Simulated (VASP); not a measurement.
Write the native input for VASP 6.6.1 that does the following.

| Quantity | Value |
| --- | --- |
| Task | single point |
| Functional | PBE |
| Potentials or basis | VASP PAW PBE potentials, release 64 (In_d, O) |
| Cutoff | 520 eV |
| k mesh | 6 × 6 × 4 |
| Occupations | gaussian, width 0.1 eV |
| Spin | no spin polarisation |
| Dipole correction | no |
| Further INCAR settings | ALGO = Normal; EDIFF = 1e-06; NBANDS = 44 |

The structure of In5O lies in POSCAR:

```
In5O
1.0
    6.0695156741      0.0000000000      0.0000000000
   -3.0347578371      5.2563547625      0.0000000000
    0.0000000000      0.0000000000      8.1846615999
In O
5 1
Direct
    0.0000000000      0.0000000000      0.7651253049
    0.0000000000      0.0000000000      0.2348746951
    0.5000000000      0.0000000000      0.5000000000
    0.0000000000      0.5000000000      0.5000000000
    0.5000000000      0.5000000000      0.5000000000
    0.0000000000      0.0000000000      0.5000000000
```

The cell was generated, and may not be a known phase.

One way to write it, as run:

INCAR

```
SYSTEM = In5O
ALGO = Normal
EDIFF = 1E-6
ENCUT = 520
GGA = PE
ISIF = 2
ISMEAR = 0
LASPH = .True.
LCHARG = .False.
LREAL = .False.
LWAVE = .False.
NBANDS = 44
NELM = 80
PREC = Accurate
SIGMA = 0.1
```

KPOINTS

```
k-points
0
Gamma
  6 6 4
  0 0 0
```

Potentials or basis: VASP PAW PBE potentials, release 64 (In_d, O).

The run is started by

```sh
$ cat potpaw_PBE.64/In_d/POTCAR potpaw_PBE.64/O/POTCAR > POTCAR
$ mpirun -np 1 vasp_std > vasp.out
```

Results of the run:

The pressure is 0.1 GPa, the largest force is 0.036 eV/Å and the band gap on the k mesh is zero (an odd number of electrons rules out a gap without spin polarisation).

Caveat: spin-orbit coupling is left out, which moves the levels of the heavy elements.

It took 2.7 min on 1 thread of AMD EPYC 9R45 96-Core Processor (Zen 5), on a shared host, peak memory 0.45 GiB.
